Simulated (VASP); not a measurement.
Here is a VASP 6.6.1 calculation.

POSCAR

```
MgI2
1.0
    2.0786779602      1.2001252800      6.8923460240
   -2.0786779602      1.2001252800      6.8923460240
    0.0000000000     -2.4002505596      6.8923460241
Mg I
1 2
Direct
    0.0000000000      0.0000000000      0.0000000000
    0.2526882645      0.2526882645      0.2526882645
    0.7473117355      0.7473117355      0.7473117355
```

The input INCAR.step1:

```
SYSTEM = MgI2
PREC = Accurate ; ENCUT = 520
ISMEAR = 0 ; SIGMA = 0.01
LREAL = .FALSE. ; LASPH = .TRUE.
NELM = 80 ; NBANDS = 15
GGA = PE ; ALGO = Normal
EDIFF = 1E-4 ; LWAVE = .TRUE.
LCHARG = .FALSE.
```

Contents of INCAR.step2:

```
SYSTEM = MgI2
PREC = Accurate ; ENCUT = 520
EDIFF = 1E-6 ; ISMEAR = 0
SIGMA = 0.01 ; LREAL = .FALSE.
LASPH = .TRUE. ; NELM = 80
ALGO = Normal ; ISIF = 2
LWAVE = .FALSE. ; LCHARG = .TRUE.
METAGGA = R2SCAN ; LMIXTAU = .TRUE.
LELF = .TRUE. ; LVHAR = .TRUE.
NBANDS = 15 ; ISTART = 1
```

Contents of KPOINTS:

```
Automatic mesh
0
G
  8 8 8
  0 0 0
```

Potentials or basis: VASP PAW PBE potentials, release 64 (Mg, I).

Launch:

```console
$ cat potpaw_PBE.64/Mg/POTCAR potpaw_PBE.64/I/POTCAR > POTCAR
$ cp INCAR.step1 INCAR
$ mpirun -np 1 vasp_std > vasp.out
$ cp INCAR.step2 INCAR
$ mpirun -np 1 vasp_std > vasp.out
```

**Question.** What does it give for the largest force?

**Answer.** 0.043 eV/Å.

**Question.** Predict the pressure.

**Answer.** 0.5 GPa.

**Question.** Estimate the band gap on the k mesh.

**Answer.** 3.81 eV (least direct gap 4.24 eV).

Forces in eV/Å, atoms in the order of the input:
```
Mg   0.000  0.000  0.000
I    0.000  0.000  0.043
I    0.000  0.000 -0.043
```

Caveat: the PAW data sets were made with another functional, which shifts forces and pressure a little; spin-orbit coupling is left out, which moves the levels of the heavy elements. A k mesh can miss the band edges.
